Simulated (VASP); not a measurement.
Set up this calculation in VASP 6.6.1, as the native input.

| Property | Result |
| --- | --- |
| Task | single point |
| Functional | PBEsol |
| Potentials or basis | VASP PAW PBE potentials, release 64 (Sc_sv) |
| Cutoff | 520 eV |
| k mesh | 13 × 13 × 13 |
| Occupations | fermi-dirac, width 0.1 eV |
| Spin | no spin polarisation |
| Dipole correction | no |
| Further INCAR settings | ALGO = Normal; EDIFF = 1e-06; NBANDS = 12 |

The structure of Sc lies in POSCAR:

```
Sc
1.0
    0.0000000000      2.3099966385      2.3099966385
    2.3099966385      0.0000000000      2.3099966385
    2.3099966385      2.3099966385      0.0000000000
Sc
1
Direct
    0.0000000000      0.0000000000      0.0000000000
```

This cell differs from its parent crystal: volume scaled by 1.04.

One way to write it, as run:

INCAR

```
PREC = Accurate
ENCUT = 520
EDIFF = 1E-6
ISMEAR = -1
SIGMA = 0.1
LREAL = F
LASPH = T
NELM = 80
ALGO = Normal
ISIF = 2
LWAVE = F
LCHARG = T
GGA = PS
LELF = T
LVHAR = T
NBANDS = 12
```

KPOINTS

```
Automatic mesh
0
Gamma
  13 13 13
```

Potentials or basis: VASP PAW PBE potentials, release 64 (Sc_sv).

Command:

```console
$ cat potpaw_PBE.64/Sc_sv/POTCAR > POTCAR
$ mpirun -np 1 vasp_std > vasp.out
```

It gave:

| Property | Result |
| --- | --- |
| Pressure | -2.0 GPa |

Caveat: the PAW data sets were made with another functional, which shifts forces and pressure a little.

Wall time 26 s on 1 thread of Intel(R) Xeon(R) Platinum 8259CL CPU @ 2.50GHz (Skylake/Cascade Lake), on a shared host, peak memory 0.15 GiB.
